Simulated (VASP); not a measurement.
# Ir in VASP: single point with PBE+D3(BJ)

Aim: the single point of Ir with PBE+D3(BJ).

All numbers are computed with VASP 6.6.1; they aren't measurements. Logs are shortened: lines on timing, memory, paths and dates and some standing lists are left out, and cuts for length are marked.

## 1. The cell of the first run

The cell holds a slab with vacuum, 17 atoms: a = 5.431 Å, b = 5.431 Å, c = 25.652 Å, α = 90.00°, β = 90.00°, γ = 120.00°.

## 2. Single point, PBE+D3(BJ)

INCAR

```
PREC = Accurate ; ENCUT = 520
EDIFF = 1E-7 ; ISMEAR = 0
SIGMA = 0.1 ; LREAL = Auto
LASPH = True ; NELM = 100
ALGO = Normal ; ISIF = 2
LWAVE = False ; LCHARG = False
LDIPOL = True ; IDIPOL = 3
DIPOL = 0.5 0.5 0.472 ; GGA = PE
IVDW = 12 ; NBANDS = 90
```

KPOINTS

```
Automatic mesh
0
Gamma
  6 6 1
```

POSCAR

```
Ir
1.0
    5.4313532987      0.0000000000      0.0000000000
   -2.7156766493      4.7036899336      0.0000000000
    0.0000000000      0.0000000000     25.6520220973
Ir
17
Direct
    0.3333333333      0.1666666667      0.3313578932
    0.3333333333      0.6666666667      0.3313578932
    0.8333333333      0.1666666667      0.3313578932
    0.8333333333      0.6666666667      0.3313578932
    0.6666666667      0.3333333333      0.4177971100
    0.6666666667      0.8333333333      0.4177971100
    0.1666666667      0.3333333333      0.4177971100
    0.1666666667      0.8333333333      0.4177971100
    0.0000000000      0.5000000000      0.5031067181
    0.0007127868      0.0003563934      0.5032754218
    0.4996436066      0.4992872132      0.5032754218
    0.4996436066      0.0003563934      0.5032754218
    0.3513892517      0.6756946259      0.5904789823
    0.3333333333      0.1666666667      0.5884225908
    0.8243053741      0.6756946259      0.5904789823
    0.8243053741      0.1486107483      0.5904789823
    0.0000000000      0.5000000000      0.6617220341
```

Potentials or basis: VASP PAW PBE potentials, release 64 (Ir).

Command:

```sh
> cat potpaw_PBE.64/Ir/POTCAR > POTCAR
> mpirun -np 1 vasp_std > vasp.out
```

OUTCAR:

```text
PREC = Accurate
   ENCUT = 520
   EDIFF = 1E-7
   ISMEAR = 0
   LREAL = Auto
   LASPH = True
   NELM = 100
   ISIF = 2
   GGA = PE
   IVDW = 12
 IVDW          = 12

 ion  position               nearest neighbor table
   1  0.333  0.167  0.331-   7 2.72   2 2.72   2 2.72   3 2.72   3 2.72   4 2.72   4 2.72   8 2.72
                             5 2.72
   2  0.333  0.667  0.331-   8 2.72   1 2.72   1 2.72   4 2.72   4 2.72   3 2.72   3 2.72   7 2.72
                             6 2.72
   3  0.833  0.167  0.331-   5 2.72   4 2.72   4 2.72   1 2.72   1 2.72   2 2.72   2 2.72   6 2.72
                             7 2.72
   4  0.833  0.667  0.331-   6 2.72   3 2.72   3 2.72   2 2.72   2 2.72   1 2.72   1 2.72   5 2.72
                             8 2.72
   5  0.667  0.333  0.418-   9 2.69  12 2.69  11 2.69   3 2.72   6 2.72   6 2.72   7 2.72   7 2.72
                             8 2.72   8 2.72   4 2.72   1 2.72
   6  0.667  0.833  0.418-  11 2.70  10 2.70  12 2.70   4 2.72   5 2.72   5 2.72   8 2.72   8 2.72
                             7 2.72   7 2.72   3 2.72   2 2.72
   7  0.167  0.333  0.418-   9 2.69  10 2.69  11 2.69   1 2.72   8 2.72   8 2.72   5 2.72   5 2.72
                             6 2.72   6 2.72   2 2.72   3 2.72
   8  0.167  0.833  0.418-   9 2.69  12 2.69  10 2.69   2 2.72   7 2.72   7 2.72   6 2.72   6 2.72
                             5 2.72   5 2.72   1 2.72   4 2.72
   9  0.000  0.500  0.503-   8 2.69   5 2.69   7 2.69  10 2.72  10 2.72  11 2.72  11 2.72  12 2.72
                            12 2.72  16 2.78  13 2.78  15 2.78
  10  0.001  0.000  0.503-  14 2.69   7 2.69   8 2.69   6 2.70  15 2.71  16 2.71  12 2.71  11 2.71
                             9 2.72   9 2.72  12 2.72  11 2.72
  11  0.500  0.499  0.503-  14 2.69   7 2.69   5 2.69   6 2.70  15 2.71  13 2.71  12 2.71  10 2.71
                             9 2.72   9 2.72  12 2.72  10 2.72
  12  0.500  0.000  0.503-  14 2.69   5 2.69   8 2.69   6 2.70  13 2.71  16 2.71  11 2.71  10 2.71
                             9 2.72   9 2.72  11 2.72  10 2.72
  13  0.351  0.676  0.590-  17 2.46  15 2.57  16 2.57  12 2.71  11 2.71  14 2.72  14 2.72   9 2.78
                            15 2.86  16 2.86
  14  0.333  0.167  0.588-  11 2.69  10 2.69  12 2.69  13 2.72  13 2.72  16 2.72  16 2.72  15 2.72
                            15 2.72
  15  0.824  0.676  0.590-  17 2.46  16 2.57  13 2.57  10 2.71  11 2.71  14 2.72  14 2.72   9 2.78
                            16 2.86  13 2.86
  16  0.824  0.149  0.590-  17 2.46  15 2.57  13 2.57  12 2.71  10 2.71  14 2.72  14 2.72   9 2.78
                            15 2.86  13 2.86
  17  0.000  0.500  0.662-  16 2.46  13 2.46  15 2.46

  LATTYP: Found a hexagonal cell.
 ALAT       =     5.4313532987
 C/A-ratio  =     4.7229522159

  Lattice vectors:

 A1 = (   5.4313532987,   0.0000000000,   0.0000000000)
 A2 = (  -2.7156766493,   4.7036899336,   0.0000000000)
 A3 = (   0.0000000000,   0.0000000000,  25.6520220973)

Analysis of symmetry for initial positions (statically):
=====================================================================
 Subroutine PRICEL returns:
 Original cell was already a primitive cell.

 Routine SETGRP: Setting up the symmetry group for a
 hexagonal supercell.

 Subroutine GETGRP returns: Found  6 space group operations
 (whereof  2 operations were pure point group operations)
 out of a pool of 24 trial point group operations.

The static configuration has the point symmetry C_1h.
 The point group associated with its full space group is C_3v.

Analysis of symmetry for dynamics (positions and initial velocities):
=====================================================================
 Subroutine PRICEL returns:
 Original cell was already a primitive cell.

 Routine SETGRP: Setting up the symmetry group for a
 hexagonal supercell.

 Subroutine GETGRP returns: Found  6 space group operations
 (whereof  2 operations were pure point group operations)
 out of a pool of 24 trial point group operations.

The dynamic configuration has the point symmetry C_1h.
 The point group associated with its full space group is C_3v.

 Subroutine INISYM returns: Found  6 space group operations
 (whereof  2 operations are pure point group operations),
 and found     1 'primitive' translations

----------------------------------------------------------------------------------------

                                     Primitive cell

  volume of cell :     655.3425

  direct lattice vectors                    reciprocal lattice vectors
     5.431353299  0.000000000  0.000000000     0.184116176  0.106299524  0.000000000
[... 59 lines left out ...]

  Length of vectors
     0.035433175  0.035433175  0.038983282

  Shift w.r.t. Gamma in fractional coordinates (k-lattice)
     0.000000000  0.000000000  0.000000000

 Subroutine IBZKPT returns following result:
 ===========================================

 Found      7 irreducible k-points:

 Following reciprocal coordinates:
            Coordinates               Weight
  0.000000  0.000000  0.000000      1.000000
  0.166667 -0.000000  0.000000      6.000000
  0.333333  0.000000  0.000000      6.000000
  0.500000 -0.000000  0.000000      3.000000
  0.166667  0.166667  0.000000      6.000000
  0.333333  0.166667  0.000000     12.000000
  0.333333  0.333333  0.000000      2.000000
   k-points           NKPTS =      7   k-points in BZ     NKDIM =      7   number of bands    NBANDS=     90
   number of dos      NEDOS =    301   number of ions     NIONS =     17
   total plane-waves  NPLWV = 307200
   dimension x,y,z NGX =    40 NGY =   40 NGZ =  192
   dimension x,y,z NGXF=    80 NGYF=   80 NGZF=  384
   ions per type =              17
   NGX,Y,Z   is equivalent  to a cutoff of  12.24, 12.24, 12.44 a.u.
   NGXF,Y,Z  is equivalent  to a cutoff of  24.49, 24.49, 24.89 a.u.
 SYSTEM =  unknown system
   PREC   = accura    normal or accurate (medium, high low for compatibility)
   ISTART =      0    job   : 0-new  1-cont  2-samecut
   ICHARG =      2    charge: 1-file 2-atom 10-const
   ISPIN  =      1    spin polarized calculation?
   LNONCOLLINEAR =      F non collinear calculations
   LSORBIT =      F    spin-orbit coupling
   LASPH  =      T    aspherical Exc in radial PAW
   ENCUT  =  520.0 eV  38.22 Ry    6.18 a.u.  10.10 10.10 47.70*2*pi/ulx,y,z
   NELM   =    100;   NELMIN=  2; NELMDL= -5     # of ELM steps
   EDIFF  = 0.1E-06   stopping-criterion for ELM
   LREAL  =      T    real-space projection
   EDIFFG = 0.1E-05   stopping-criterion for IOM
   NSW    =      0    number of steps for IOM
   IBRION =     -1    ionic relax: 0-MD 1-quasi-New 2-CG
   NFREE  =      0    steps in history (QN), initial steepest desc. (CG)
   ISIF   =      2    stress and relaxation
   ISYM   =      2    0-nonsym 1-usesym 2-fastsym
   POTIM  = 0.5000    time-step for ionic-motion
   TEBEG  =    0.0;   TEEND  =   0.0 temperature during run
   PSTRESS=    0.0 pullay stress
   NELECT =     153.0000    total number of electrons
   NUPDOWN=      -1.0000    fix difference up-down
   EMIN   =  10.00;   EMAX   =-10.00  energy-range for DOS
   EFERMI =   0.00;   METHOD = LEGACY
   ISMEAR =     0;   SIGMA  =   0.10  broadening in eV -4-tet -1-fermi 0-gaus
   EFERMI_NEDOS =   21; number of points for ismear=-14 and -15
   IALGO  =     38    algorithm
   IMIX   =      4    mixing-type and parameters
     AMIX     =   0.40;   BMIX     =  1.00
     AMIX_MAG =   1.60;   BMIX_MAG =  1.00
  volume/ion in A,a.u.               =      38.55       260.15
  Fermi-wavevector in a.u.,A,eV,Ry     =   1.008051  1.904940 13.825790  1.016167
  Thomas-Fermi vector in A             =   2.140894
   LORBIT       =      0    0 simple, 1 ext, 2 COOP (PROOUT), +10 PAW based schemes
   GGA     = PE    functional components
   LHFCALC =     F    Hartree Fock is set to
   AEXX    =    0.0000 exact exchange contribution
   IVDW    =    12    specifies the selected vdW correction
   LEPSILON=     F    determine dielectric tensor
   LRPA    =     F    only Hartree local field effects (RPA)
 non-spin polarized calculation
 Gauss-broadening in eV      SIGMA  =   0.10
  energy-cutoff  :      520.00
  volume of cell :      655.34
 maximum number of plane-waves:     17706
   NGX = 21   NGY = 21   NGZ = 95

 dipolmoment           0.000000      0.000000      2.934853 electrons x Angstroem

 number of electron     152.9999996 magnetization

 dipolmoment           0.000000      0.000000     -0.213407 electrons x Angstroem

 Free energy of the ion-electron system (eV)
  ---------------------------------------------------
  ext. energy  EPLUGINS =         0.00000000
  ---------------------------------------------------
  free energy    TOTEN  =      -141.25746477 eV

  energy without entropy =     -141.16851117  energy(sigma->0) =     -141.21298797

 E-fermi :   0.7228     XC(G=0):  -5.9776

 val. band max:        0.7214052772   @ k =   0.3333   0.3333   0.0000
 cond. band min:       0.7286592247   @ k =   0.1667   0.1667   0.0000
 fundamental gap:      0.0072539474
 Fermi energy:         0.7227884389

 k-point     1 :       0.0000    0.0000    0.0000
  band No.  band energies     occupation
      1      -9.8454      2.00000
      2      -8.4983      2.00000
      3      -7.4799      2.00000
      4      -7.0665      2.00000
      5      -6.9452      2.00000
      6      -6.9427      2.00000
[... 626 lines left out ...]
     87       1.1771      0.00000
     88       1.1964      0.00000
 [bands above 88 left out]

------------------------ aborting loop because EDIFF is reached ----------------------------------------

 vacuum level on the upper side and lower side of the slab       (xc-potential included)        -0.745         0.735

 Edisp (eV)   -9.28244

 E8    (eV) :    -4.4761

  FORCE on cell =-STRESS in cart. coord.  units (eV):
  Direction    XX          YY          ZZ          XY          YZ          ZX
  --------------------------------------------------------------------------------------
  -------------------------------------------------------------------------------------
  Total      -8.56045    -8.56045    -2.06664    -0.00000     0.00000    -0.00000
  in kB     -20.92853   -20.92853    -5.05251    -0.00000     0.00000    -0.00000
  external pressure =      -15.64 kB  Pullay stress =        0.00 kB

 VOLUME and BASIS-vectors are now :
 -----------------------------------------------------------------------------
  energy-cutoff  :      520.00
  volume of cell :      655.34
      direct lattice vectors                 reciprocal lattice vectors
     5.431353299  0.000000000  0.000000000     0.184116176  0.106299524  0.000000000
    -2.715676649  4.703689934  0.000000000     0.000000000  0.212599048  0.000000000
     0.000000000  0.000000000 25.652022097     0.000000000  0.000000000  0.038983282

 POSITION                                       TOTAL-FORCE (eV/Angst)
 -----------------------------------------------------------------------------------
      1.35784      0.78395      8.50000         0.000000     -0.000000      0.306967
     -0.00000      3.13579      8.50000         0.048592      0.028055      0.289071
      4.07351      0.78395      8.50000        -0.000000     -0.056109      0.289071
      2.71568      3.13579      8.50000        -0.048592      0.028055      0.289071
      2.71568      1.56790     10.71734         0.031947      0.018444     -0.408122
      1.35784      3.91974     10.71734         0.000000     -0.000000     -0.091123
[... 9 lines left out ...]
      4.07351      0.69902     15.14698         0.000000      0.017766      0.024779
     -1.35784      2.35184     16.97451         0.000000     -0.000000      0.033359
 -----------------------------------------------------------------------------------
    total drift:                               -0.000000      0.000000     -0.004348

  FREE ENERGIE OF THE ION-ELECTRON SYSTEM (eV)
  ---------------------------------------------------
  free  energy   TOTEN  =      -150.5399096156 eV

  energy  without entropy=     -150.4509560164  energy(sigma->0) =     -150.49543282

 vacuum level on the upper side and lower side of the slab         4.737         6.248
```

Wall time 37 min (1 thread of AMD EPYC 9R14 (Zen 4), shared host); peak memory 0.74 GiB.

What came out:

```yaml
Free_energy: -150.5399 eV
Largest_force: 0.410 eV/Å
Dispersion_energy_per_atom: -0.546 eV
```

Forces on the atoms (eV/Å):
```
Ir   0.000  0.000  0.307
Ir   0.049  0.028  0.289
Ir   0.000 -0.056  0.289
Ir  -0.049  0.028  0.289
Ir   0.032  0.018 -0.408
Ir   0.000  0.000 -0.091
Ir  -0.032  0.018 -0.408
Ir   0.000 -0.037 -0.408
Ir   0.000  0.000  0.027
Ir   0.006  0.004 -0.014
Ir   0.000 -0.007 -0.014
Ir  -0.006  0.004 -0.014
Ir  -0.015 -0.009  0.025
Ir   0.000  0.000  0.049
Ir   0.015 -0.009  0.025
Ir   0.000  0.018  0.025
Ir   0.000  0.000  0.033
```

Caveat: spin-orbit coupling is left out, which moves the levels of the heavy elements.
